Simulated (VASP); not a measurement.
# GaN: single point with r2SCAN

GaN:

```
Ga N
1.0
     3.18900    0.00000    0.00000
    -1.59450    2.76176    0.00000
     0.00000    0.00000    5.15389
Ga N
2 2
Direct
  0.33333 0.66667 0.99949
  0.66667 0.33333 0.49949
  0.33333 0.66667 0.37751
  0.66667 0.33333 0.87751
```

| Quantity | Value |
| --- | --- |
| Program | VASP 6.6.1 |
| Task | single point |
| Functional | r2SCAN |
| Potentials or basis | VASP PAW PBE potentials, release 64 (Ga_d, N) |
| Cutoff | 520 eV |
| k mesh | 8 × 8 × 5 |
| Occupations | gaussian, width 0.05 eV |
| Spin | no spin polarisation |
| Dipole correction | no |
| Further INCAR settings | ALGO = Normal; EDIFF = 1e-06; NBANDS = 26 |

The pressure is 1.5 GPa and the band gap on the k mesh is 2.38 eV, direct.

Forces on the atoms (eV/Å):
```
Ga   0.000  0.000  0.002
Ga   0.000  0.000  0.002
N    0.000  0.000 -0.002
N    0.000  0.000 -0.002
```

Stress tensor (GPa, compression positive):
```
0.74 0.00 0.00
0.00 0.74 0.00
0.00 0.00 2.91
```

Levels at points of the mesh, in eV from the valence-band top:
| k point | band 14 | band 15 | band 16 | band 17 | band 18 | band 19 | band 20 | band 21 | band 22 | band 23 |
| --- | --- | --- | --- | --- | --- | --- | --- | --- | --- | --- |
| (0.00, 0.00, 0.00) | -1.10 | -1.10 | -0.01 | -0.01 | 0.00 | 2.38 | 4.75 | 10.04 | 10.54 | 10.54 |
| (0.50, 0.00, 0.00) | -5.38 | -4.29 | -2.87 | -2.23 | -1.03 | 5.54 | 6.15 | 6.62 | 9.40 | 11.09 |

Run time: 2.8 min on 1 thread of AMD EPYC 7R43 64-Core Processor (Zen 3), on a shared host, peak memory 0.14 GiB.

Caveat: the PAW data sets were made with another functional, which shifts forces and pressure a little. r2SCAN opens gaps a little over a GGA but as a rule still falls short of measured ones.
